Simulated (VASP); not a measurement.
# CdF2 (Fm-3m) in VASP: a series of runs, part 2 of 2

VASP 6.6.1. The steps go on from the part before.

## 3. Relaxation of cell and atoms, r2SCAN, target pressure 3 GPa, at which the enthalpy is minimised

This run uses another cell than the first one, of 12.67 Å³/atom.

File POSCAR:

```
CdF2
1.0
    0.0000000000      2.6689507978      2.6689507978
    2.6689507978      0.0000000000      2.6689507978
    2.6689507978      2.6689507978      0.0000000000
Cd F
1 2
Direct
    0.0000000000      0.0000000000      0.0000000000
    0.2500000000      0.2500000000      0.2500000000
    0.7500000000      0.7500000000      0.7500000000
```

File INCAR.step1:

```
ALGO = Normal
EDIFF = 1E-4
ENCUT = 600
GGA = PE
ISMEAR = 0
LASPH = True
LCHARG = False
LREAL = False
LWAVE = True
NELM = 60
PREC = Accurate
SIGMA = 0.02
```

File INCAR.step2:

```
ALGO = Normal
EDIFF = 1E-7
EDIFFG = -0.008
ENCUT = 600
IBRION = 2
ISIF = 3
ISMEAR = 0
ISTART = 1
LASPH = True
LCHARG = False
LMIXTAU = True
LREAL = False
LWAVE = False
METAGGA = R2SCAN
NELM = 60
NSW = 70
PREC = Accurate
PSTRESS = 30.0
SIGMA = 0.02
```

File KPOINTS:

```
k-points
0
Gamma
  8 8 8
```

Potentials or basis: VASP PAW PBE potentials, release 64 (Cd, F).

Launch:

```console
$ cat potpaw_PBE.64/Cd/POTCAR potpaw_PBE.64/F/POTCAR > POTCAR
$ cp INCAR.step1 INCAR
$ mpirun -np 1 vasp_std > vasp.out
$ cp INCAR.step2 INCAR
$ mpirun -np 1 vasp_std > vasp.out
```

OUTCAR:

```text
EDIFF = 1E-7
   EDIFFG = -0.008
   ENCUT = 600
   IBRION = 2
   ISIF = 3
   ISMEAR = 0
   ISTART = 1
   LASPH = True
   LREAL = False
   METAGGA = R2SCAN
   NELM = 60
   NSW = 70
   PREC = Accurate
   PSTRESS = 30.0

 ion  position               nearest neighbor table
   1  0.000  0.000  0.000-   3 2.31   3 2.31   3 2.31   2 2.31   3 2.31   2 2.31   2 2.31   2 2.31

   2  0.250  0.250  0.250-   1 2.31   1 2.31   1 2.31   1 2.31
   3  0.750  0.750  0.750-   1 2.31   1 2.31   1 2.31   1 2.31

  LATTYP: Found a face centered cubic cell.
 ALAT       =     5.3379015956

  Lattice vectors:

 A1 = (   0.0000000000,   2.6689507978,   2.6689507978)
 A2 = (   2.6689507978,   0.0000000000,   2.6689507978)
 A3 = (   2.6689507978,   2.6689507978,   0.0000000000)

Analysis of symmetry for initial positions (statically):
=====================================================================
 Subroutine PRICEL returns:
 Original cell was already a primitive cell.

 Routine SETGRP: Setting up the symmetry group for a
 face centered cubic supercell.

 Subroutine GETGRP returns: Found 48 space group operations
[... 173 lines left out ...]
  Direction    XX          YY          ZZ          XY          YZ          ZX
  --------------------------------------------------------------------------------------
  -------------------------------------------------------------------------------------
  Total        1.0365515      1.0365515      1.0365515      0.0000000      0.0000000      0.0000000
  in kB       43.6766931     43.6766931     43.6766931      0.0000000      0.0000000      0.0000000
  external PRESSURE =      13.6766931 kB  Pullay stress =      30.0000000 kB
[... 65 lines left out ...]
--------------------------------------- Ionic step        3  -------------------------------------------

 number of electron      25.9999983 magnetization

 Free energy of the ion-electron system (eV)
  ---------------------------------------------------
  ext. energy  EPLUGINS =         0.00000000
  ---------------------------------------------------
  free energy    TOTEN  =       -33.71263964 eV

  energy without entropy =      -33.71263964  energy(sigma->0) =      -33.71263964

 E-fermi :  -1.6083     XC(G=0): -11.1522

 val. band max:       -1.7366137858   @ k =  -0.2500   0.5000   0.2500
 cond. band min:       2.0800198672   @ k =   0.0000   0.0000   0.0000
 fundamental gap:      3.8166336530
 Fermi energy:        -1.6082653677

 k-point     1 :       0.0000    0.0000    0.0000
  band No.  band energies     occupation
      1     -23.7783      2.00000
      2     -22.6626      2.00000
      3      -7.4230      2.00000
      4      -7.4230      2.00000
      5      -7.4230      2.00000
      6      -6.1009      2.00000
[... 457 lines left out ...]
      4      -6.8158      2.00000
      5      -6.1778      2.00000
      6      -6.1479      2.00000
[... 9 lines left out ...]
     16      12.3567      0.00000
     17      13.2305      0.00000

 [... further k-points ...]

------------------------ aborting loop because EDIFF is reached ----------------------------------------

  FORCE on cell =-STRESS in cart. coord.  units (eV):
  Direction    XX          YY          ZZ          XY          YZ          ZX
  --------------------------------------------------------------------------------------
  -------------------------------------------------------------------------------------
  Total        0.7208908      0.7208908      0.7208908      0.0000000     -0.0000000      0.0000000
  in kB       30.0634095     30.0634095     30.0634095      0.0000000     -0.0000000      0.0000000
  external PRESSURE =       0.0634095 kB  Pullay stress =      30.0000000 kB
[... 22 lines left out ...]
  energy  without entropy=      -33.7126396365  energy(sigma->0) =      -33.71263964

  enthalpy is  TOTEN    =       -32.9932693797 eV   P V=        0.7193702568

 reached required accuracy - stopping structural energy minimisation
```

OSZICAR.step1:

```text
N       E                     dE             d eps       ncg     rms          rms(c)
DAV:   1     0.222417696608E+03    0.22242E+03   -0.17400E+04  1018   0.175E+03
DAV:   2    -0.244240210883E+01   -0.22486E+03   -0.21773E+03  1087   0.410E+02
DAV:   3    -0.124225588211E+02   -0.99802E+01   -0.99566E+01  1091   0.964E+01
DAV:   4    -0.124759909461E+02   -0.53432E-01   -0.53418E-01  1101   0.704E+00
DAV:   5    -0.124761779375E+02   -0.18699E-03   -0.18699E-03  1067   0.384E-01    0.107E+01
DAV:   6    -0.107799142594E+02    0.16963E+01   -0.50844E+00  1279   0.429E+01    0.773E+00
DAV:   7    -0.108194322716E+02   -0.39518E-01   -0.82982E-01   988   0.989E+00    0.450E+00
DAV:   8    -0.108142659401E+02    0.51663E-02   -0.14068E-01  1031   0.407E+00    0.674E-01
DAV:   9    -0.108062042781E+02    0.80617E-02   -0.37927E-02  1248   0.264E+00    0.851E-02
DAV:  10    -0.108067811343E+02   -0.57686E-03   -0.28160E-03  1001   0.656E-01    0.110E-01
DAV:  11    -0.108068587983E+02   -0.77664E-04   -0.10125E-04   835   0.125E-01
   1 F= -.10806859E+02 E0= -.10806859E+02  d E =-.112449E-18
```

Run time: 2 min. Hardware: 1 thread of Intel Xeon 6975P-C (Granite Rapids), shared host; peak memory 0.19 GiB.

Results:

```
Free energy                                                : -33.7126 eV
Relaxed volume                                             : 12.81 Å³/atom
Relaxed cell                                               : a = 3.787 Å, b = 3.787 Å, c = 3.787 Å, α = 60.00°, β = 60.00°, γ = 60.00°
Space group after relaxing (to 0.1 Å)                      : Fm-3m (No. 225)
Energy change on relaxing (the run minimises the enthalpy) : -3.0 meV/atom
Ionic steps                                                : 3
Pressure after relaxing                                    : 3.0 GPa
Band gap on the k mesh                                     : 3.82 eV (least direct gap 4.29 eV)
```

The path:
| step | energy change (eV) | largest force (eV/Å) | pressure (GPa) | volume (Å³) |
| --- | --- | --- | --- | --- |
| 1 | 0.0000 | 0.0000 | 4.37 | 38.02 |
| 2 | -0.0124 | 0.0000 | 2.34 | 38.62 |
| 3 | -0.0091 | 0.0000 | 3.01 | 38.42 |

Final structure:
```
Cd F
1.0
     0.00000    2.67816    2.67816
     2.67816    0.00000    2.67816
     2.67816    2.67816    0.00000
Cd F
1 2
Direct
  0.00000 0.00000 0.00000
  0.25000 0.25000 0.25000
  0.75000 0.75000 0.75000
```

Levels at points of the mesh, in eV from the valence-band top:
```tsv
k point	band 11	band 12	band 13	band 14	band 15	band 16
(0.00, 0.00, 0.00)	-0.48	-0.48	-0.48	3.82	13.70	13.70
(0.50, 0.00, 0.00)	-1.92	-0.39	-0.39	8.13	9.76	15.76
(0.50, 0.50, 0.00)	-0.55	-0.09	-0.09	9.03	10.65	12.23
```

Caveat: the cell is relaxed towards a set pressure, so the run minimises the enthalpy, not the energy; the PAW data sets were made with another functional, which shifts forces and pressure a little. A k mesh can miss the band edges.
